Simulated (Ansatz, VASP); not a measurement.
Os in VASP and in Ansatz

File INCAR:

```
PREC = Accurate
ENCUT = 520
EDIFF = 1E-8
ISMEAR = -1
SIGMA = 0.08
LREAL = False
LASPH = True
NELM = 100
ALGO = Normal
ISIF = 2
LWAVE = False
LCHARG = False
GGA = PE
LEFG = True
NBANDS = 15
```

File KPOINTS:

```
Automatic mesh
0
Gamma
  17 17 10
```

File POSCAR:

```
Os
1.0
    2.6939887554      0.0000000000      0.0000000000
   -1.3469943777      2.3330626997      0.0000000000
    0.0000000000      0.0000000000      4.4492910000
Os
2
Direct
    0.3333333333      0.6666666667      0.2500000000
    0.6666666667      0.3333333333      0.7500000000
```

Input for Ansatz:

```yaml
crystal:
  lattice:
    - [2.6939887554, 0.0, 0.0]
    - [-1.3469943777, 2.3330626997, 0.0]
    - [0.0, 0.0, 4.449291]
  atoms:
    - { symbol: Os, position: [0.3333333333, 0.6666666667, 0.25] }
    - { symbol: Os, position: [0.6666666667, 0.3333333333, 0.75] }
kpoints:
  mp_grid: { grid: [17, 17, 10] }
scf:
  occupations: { method: fermi_dirac, width: 0.08 }
hamiltonian:
  xc: pbe
  pseudopotentials: { kind: all_electron, datasets: crystal }
output:
  forces: true
  stress: true
  eigenvalues: true
  efg: { contact_densities: true }
```

Change from the starting cell: z stretched by +3 % at fixed volume, crystal datasets.

Alike in both runs: task electric field gradients; functional PBE; k mesh 17 × 17 × 10; occupations fermi-dirac, width 0.08 eV; no spin polarisation.

|  | VASP | Ansatz |
| --- | --- | --- |
| version | VASP 6.6.1 | Ansatz 0.2.0 |
| potentials or method | VASP PAW PBE potentials, release 64 (Os), cutoff 520 eV | all-electron PAW with datasets made for the crystal, scalar-relativistic |

VASP gave:

```
pressure (GPa)                                                : 9.0
traceless stress, the component that is largest in VASP (GPa) : -18.42
size of Vzz on the site where it differs most (V/Å²)          : 20.7
```

Problem. Estimate Ansatz's values.

Solution. Pressure (GPa): 8.9; traceless stress, the component that is largest in VASP (GPa): -18.52; size of Vzz on the site where it differs most (V/Å²): 16.8.

Ansatz ran all-electron here, and VASP with PAW potentials.

Neither program's run includes spin-orbit coupling.
